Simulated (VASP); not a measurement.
# V2Ru5 (P4/mbm) in VASP: single point with r2SCAN

Aim: the single point of V2Ru5 with r2SCAN.

All numbers are computed with VASP 6.6.1; they aren't measurements. Logs are shortened: lines on timing, memory, paths and dates and some standing lists are left out, and cuts for length are marked.

## 1. The cell of the first run

Symmetry: P4/mbm, No. 127, tetragonal system. The conventional cell has a = 8.395 Å, b = 8.395 Å, c = 2.516 Å, α = 90.00°, β = 90.00°, γ = 90.00°. Within 3.3 Å of Ru (site symmetry mmm) lie 4 V at 2.47 Å and 6 Ru at 2.52 Å. Ru (site symmetry m) has 4 V at 2.51 to 2.58 Å and 6 Ru at 2.52 to 2.73 Å within 3.3 Å. V (site symmetry m2m) has 10 Ru at 2.47 to 2.58 Å and 2 V at 2.52 Å within 3.3 Å.

## 2. Single point, r2SCAN

Input file POSCAR:

```
V2Ru5
1.0
    8.3946400000      0.0000000000      0.0000000000
    0.0000000000      8.3946400000      0.0000000000
    0.0000000000      0.0000000000      2.5155810000
Ru V
10 4
Direct
    0.0000000000      0.5000000000      0.0000000000
    0.5000000000      0.0000000000      0.0000000000
    0.0633600000      0.2067400000      0.0000000000
    0.7932600000      0.0633600000      0.0000000000
    0.9366400000      0.7932600000      0.0000000000
    0.2067400000      0.9366400000      0.0000000000
    0.5633600000      0.2932600000      0.0000000000
    0.2932600000      0.4366400000      0.0000000000
    0.4366400000      0.7067400000      0.0000000000
    0.7067400000      0.5633600000      0.0000000000
    0.1791700000      0.6791700000      0.5000000000
    0.3208300000      0.1791700000      0.5000000000
    0.8208300000      0.3208300000      0.5000000000
    0.6791700000      0.8208300000      0.5000000000
```

Input file INCAR.step1:

```
SYSTEM = V2Ru5
PREC = Accurate ; ENCUT = 550
ISMEAR = -1 ; SIGMA = 0.1
LREAL = .False. ; LASPH = .True.
NELM = 120 ; NBANDS = 109
GGA = PE ; ALGO = Normal
EDIFF = 1E-5 ; LWAVE = .True.
LCHARG = .False. ; GGA_COMPAT = .False.
KPAR = 4
```

Input file INCAR.step2:

```
SYSTEM = V2Ru5
PREC = Accurate ; ENCUT = 550
EDIFF = 1E-6 ; ISMEAR = -1
SIGMA = 0.1 ; LREAL = .False.
LASPH = .True. ; NELM = 120
ALGO = Normal ; ISIF = 2
LWAVE = .False. ; LCHARG = .False.
METAGGA = R2SCAN ; LMIXTAU = .True.
NBANDS = 109 ; ISTART = 1
GGA_COMPAT = .False. ; KPAR = 4
```

Input file KPOINTS:

```
Automatic mesh
0
Gamma
  4 4 13
  0 0 0
```

Potentials or basis: VASP PAW PBE potentials, release 64 (Ru_pv, V_sv).

Run with:

```
$ cat potpaw_PBE.64/Ru_pv/POTCAR potpaw_PBE.64/V_sv/POTCAR > POTCAR
$ cp INCAR.step1 INCAR
$ mpirun -np 4 vasp_std > vasp.out
$ cp INCAR.step2 INCAR
$ mpirun -np 4 vasp_std > vasp.out
```

OUTCAR:

```text
SYSTEM = V2Ru5
   PREC = Accurate
   ENCUT = 550
   EDIFF = 1E-6
   ISMEAR = -1
   LREAL = .False.
   LASPH = .True.
   NELM = 120
   ISIF = 2
   METAGGA = R2SCAN
   ISTART = 1

 ion  position               nearest neighbor table
   1  0.000  0.500  0.000-  11 2.47  13 2.47  11 2.47  13 2.47   3 2.52   5 2.52   8 2.52  10 2.52

   2  0.500  0.000  0.000-  12 2.47  14 2.47  12 2.47  14 2.47   4 2.52   6 2.52   7 2.52   9 2.52

   3  0.063  0.207  0.000-  12 2.51  12 2.51   1 2.52   4 2.57   6 2.57  13 2.58  13 2.58   8 2.73
[... 15 lines left out ...]
  11  0.179  0.679  0.500-   1 2.47   1 2.47   9 2.51   6 2.51   6 2.51   9 2.51   5 2.58   5 2.58
                             8 2.58   8 2.58
  12  0.321  0.179  0.500-   2 2.47   2 2.47   8 2.51   3 2.51   3 2.51   8 2.51   6 2.58   6 2.58
                             7 2.58   7 2.58
  13  0.821  0.321  0.500-   1 2.47   1 2.47   7 2.51   4 2.51   4 2.51   7 2.51   3 2.58  10 2.58
                             3 2.58  10 2.58
  14  0.679  0.821  0.500-   2 2.47   2 2.47  10 2.51   5 2.51   5 2.51  10 2.51   4 2.58   4 2.58
                             9 2.58   9 2.58

  LATTYP: Found a simple tetragonal cell.
 ALAT       =     8.3946400000
 C/A-ratio  =     0.2996651435

  Lattice vectors:

 A1 = (   8.3946400000,   0.0000000000,   0.0000000000)
 A2 = (   0.0000000000,   8.3946400000,   0.0000000000)
 A3 = (   0.0000000000,   0.0000000000,   2.5155810000)

Analysis of symmetry for initial positions (statically):
=====================================================================
 Subroutine PRICEL returns:
 Original cell was already a primitive cell.

 Routine SETGRP: Setting up the symmetry group for a
 simple tetragonal supercell.

 Subroutine GETGRP returns: Found 16 space group operations
 (whereof  8 operations were pure point group operations)
 out of a pool of 16 trial point group operations.

The static configuration has the point symmetry C_4h.
 The point group associated with its full space group is D_4h.

Analysis of symmetry for dynamics (positions and initial velocities):
=====================================================================
 Subroutine PRICEL returns:
 Original cell was already a primitive cell.

 Routine SETGRP: Setting up the symmetry group for a
 simple tetragonal supercell.

[... 140 lines left out ...]
   NELECT =     192.0000    total number of electrons
   NUPDOWN=      -1.0000    fix difference up-down
   EMIN   =  10.00;   EMAX   =-10.00  energy-range for DOS
   EFERMI =   0.00;   METHOD = LEGACY
   ISMEAR =    -1;   SIGMA  =   0.10  broadening in eV -4-tet -1-fermi 0-gaus
   EFERMI_NEDOS =   21; number of points for ismear=-14 and -15
   IALGO  =     38    algorithm
   IMIX   =      4    mixing-type and parameters
     AMIX     =   0.40;   BMIX     =  1.00
     AMIX_MAG =   1.60;   BMIX_MAG =  1.00
  volume/ion in A,a.u.               =      12.66        85.45
  Fermi-wavevector in a.u.,A,eV,Ry     =   1.681232  3.177069 38.457444  2.826542
  Thomas-Fermi vector in A             =   2.764826
   LORBIT       =      0    0 simple, 1 ext, 2 COOP (PROOUT), +10 PAW based schemes
   METAGGA = R2SCAN    functional components
   LHFCALC =     F    Hartree Fock is set to
   AEXX    =    0.0000 exact exchange contribution
   IVDW    =     0    specifies the selected vdW correction
   LEPSILON=     F    determine dielectric tensor
   LRPA    =     F    only Hartree local field effects (RPA)
 non-spin polarized calculation
  energy-cutoff  :      550.00
  volume of cell :      177.27
 maximum number of plane-waves:      5244
   NGX = 33   NGY = 33   NGZ =  9

 number of electron     192.0000018 magnetization

 Free energy of the ion-electron system (eV)
  ---------------------------------------------------
  ext. energy  EPLUGINS =         0.00000000
  ---------------------------------------------------
  free energy    TOTEN  =      -303.85037788 eV

  energy without entropy =     -303.29748150  energy(sigma->0) =     -303.57392969

 E-fermi :  13.0852     XC(G=0): -15.3420

 val. band max:       13.0842410316   @ k =   0.0000   0.0000   0.1538
 cond. band min:      13.0869242365   @ k =   0.2500   0.2500   0.2308
 fundamental gap:      0.0026832050
 Fermi energy:        13.0852301032

 k-point     1 :       0.0000    0.0000    0.0000
  band No.  band energies     occupation
      1     -53.6645      2.00000
      2     -53.6645      2.00000
      3     -53.6645      2.00000
      4     -53.6610      2.00000
      5     -31.7477      2.00000
      6     -31.7477      2.00000
[... 2653 lines left out ...]
    107      14.2801      0.00001
    108      14.2801      0.00001

 [... further k-points ...]

 [bands above 108 left out]

------------------------ aborting loop because EDIFF is reached ----------------------------------------

  FORCE on cell =-STRESS in cart. coord.  units (eV):
  Direction    XX          YY          ZZ          XY          YZ          ZX
  --------------------------------------------------------------------------------------
  -------------------------------------------------------------------------------------
  Total       41.7227391     41.7227391     47.0767552      0.0000000      0.0000000      0.0000000
  in kB      377.0864574    377.0864574    425.4755861      0.0000000      0.0000000      0.0000000
  external PRESSURE =     393.2161670 kB  Pullay stress =       0.0000000 kB

 VOLUME and BASIS-vectors are now :
 -----------------------------------------------------------------------------
  energy-cutoff  :      550.00
  volume of cell :      177.27
      direct lattice vectors                 reciprocal lattice vectors
     8.394640000  0.000000000  0.000000000     0.119123631  0.000000000  0.000000000
     0.000000000  8.394640000  0.000000000     0.000000000  0.119123631  0.000000000
     0.000000000  0.000000000  2.515581000     0.000000000  0.000000000  0.397522481

 POSITION                                       TOTAL-FORCE (eV/Angst)
 -----------------------------------------------------------------------------------
      0.00000      4.19732      0.00000         0.000000     -0.000000     -0.000000
      4.19732      0.00000      0.00000         0.000000     -0.000000     -0.000000
      0.53188      1.73551      0.00000         0.163172     -0.421878      0.000000
      6.65913      0.53188      0.00000         0.421878      0.163172      0.000000
      7.86276      6.65913      0.00000        -0.163172      0.421878     -0.000000
      1.73551      7.86276      0.00000        -0.421878     -0.163172     -0.000000
      4.72920      2.46181      0.00000         0.163172      0.421878     -0.000000
      2.46181      3.66544      0.00000         0.421878     -0.163172      0.000000
      3.66544      5.93283      0.00000        -0.163172     -0.421878     -0.000000
      5.93283      4.72920      0.00000        -0.421878      0.163172      0.000000
      1.50407      5.70139      1.25779         0.342278      0.342278     -0.000000
      2.69325      1.50407      1.25779        -0.342278      0.342278     -0.000000
      6.89057      2.69325      1.25779        -0.342278     -0.342278     -0.000000
      5.70139      6.89057      1.25779         0.342278     -0.342278      0.000000
 -----------------------------------------------------------------------------------
    total drift:                                0.000000      0.000000      0.000000

  FREE ENERGIE OF THE ION-ELECTRON SYSTEM (eV)
  ---------------------------------------------------
  free  energy   TOTEN  =      -303.8503778798 eV

  energy  without entropy=     -303.2974814966  energy(sigma->0) =     -303.57392969
```

Run time: 15 min. Hardware: 4 MPI ranks of Intel Xeon Platinum 8488C (Sapphire Rapids), shared host; peak memory 0.72 GiB.

Results:

```
Free energy            : -303.8504 eV
Pressure               : 39.3 GPa
Largest force          : 0.484 eV/Å
Band gap on the k mesh : zero (band 96 reaches 13.72 eV, above the bottom of band 97 at 12.63 eV)
```

Forces on the atoms (eV/Å):
```
Ru   0.000  0.000  0.000
Ru   0.000  0.000  0.000
Ru   0.163 -0.422  0.000
Ru   0.422  0.163  0.000
Ru  -0.163  0.422  0.000
Ru  -0.422 -0.163  0.000
Ru   0.163  0.422  0.000
Ru   0.422 -0.163  0.000
Ru  -0.163 -0.422  0.000
Ru  -0.422  0.163  0.000
V    0.342  0.342  0.000
V   -0.342  0.342  0.000
V   -0.342 -0.342  0.000
V    0.342 -0.342  0.000
```

Levels at points of the mesh, in eV from the Fermi level:
| k point | band 96 | band 97 | band 98 | band 99 | band 100 | band 101 |
| --- | --- | --- | --- | --- | --- | --- |
| (0.00, 0.00, 0.00) | -0.38 | -0.31 | -0.22 | -0.01 | 0.04 | 0.04 |
| (0.50, 0.00, 0.00) | -0.32 | -0.14 | -0.14 | -0.02 | -0.02 | 0.49 |
| (0.50, 0.50, 0.00) | -0.49 | 0.17 | 0.17 | 0.42 | 0.42 | 0.47 |

Caveat: the PAW data sets were made with another functional, which shifts forces and pressure a little.
